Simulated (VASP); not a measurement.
A run of VASP 6.6.1:

INCAR

```
PREC     = Accurate       # precision mode
ENCUT    = 600            # plane-wave cutoff, eV
EDIFF    = 1E-7           # SCF threshold, eV
ISMEAR   = -1             # smearing method
SIGMA    = 0.05           # smearing width, eV
LREAL    = F              # projectors in reciprocal space
LASPH    = T              # aspherical terms in the spheres
NELM     = 200            # most SCF steps
ALGO     = Normal         # electronic algorithm
ISIF     = 3              # what is computed and relaxed
LWAVE    = F              # write WAVECAR
LCHARG   = F              # write CHGCAR
ISPIN    = 2              # spin polarisation
MAGMOM   = 7 0            # initial moments
LORBIT   = 11             # projections on sites
LMAXMIX  = 6              # l up to which the mixer works
GGA      = PE             # functional
IVDW     = 12             # dispersion correction
IBRION   = 2              # ionic algorithm
NSW      = 60             # ionic steps
EDIFFG   = -0.01          # ionic threshold
GGA_COMPAT= F            
NELMIN   = 4
```

Contents of KPOINTS:

```
Automatic mesh
0
Gamma
  8 8 8
```

File POSCAR:

```
EuS
1.0
    0.0000000000      2.9785000000      2.9785000000
    2.9785000000      0.0000000000      2.9785000000
    2.9785000000      2.9785000000      0.0000000000
Eu S
1 1
Direct
    0.0000000000      0.0000000000      0.0000000000
    0.5000000000      0.5000000000      0.5000000000
```

Potentials or basis: VASP PAW PBE potentials, release 64 (Eu, S).

Command:

```sh
$ cat potpaw_PBE.64/Eu/POTCAR potpaw_PBE.64/S/POTCAR > POTCAR
$ mpirun -np 1 vasp_std > vasp.out
```

Hardware: 1 thread of Intel(R) Xeon(R) 6975P-C (Granite Rapids) (shared host).

Task: Estimate the wall time of this run.

Result: Run time: 4.9 min on 1 thread of Intel(R) Xeon(R) 6975P-C (Granite Rapids) (shared host), peak memory 0.31 GiB. Counts: scf iterations 93, k points 29, ion steps 3.
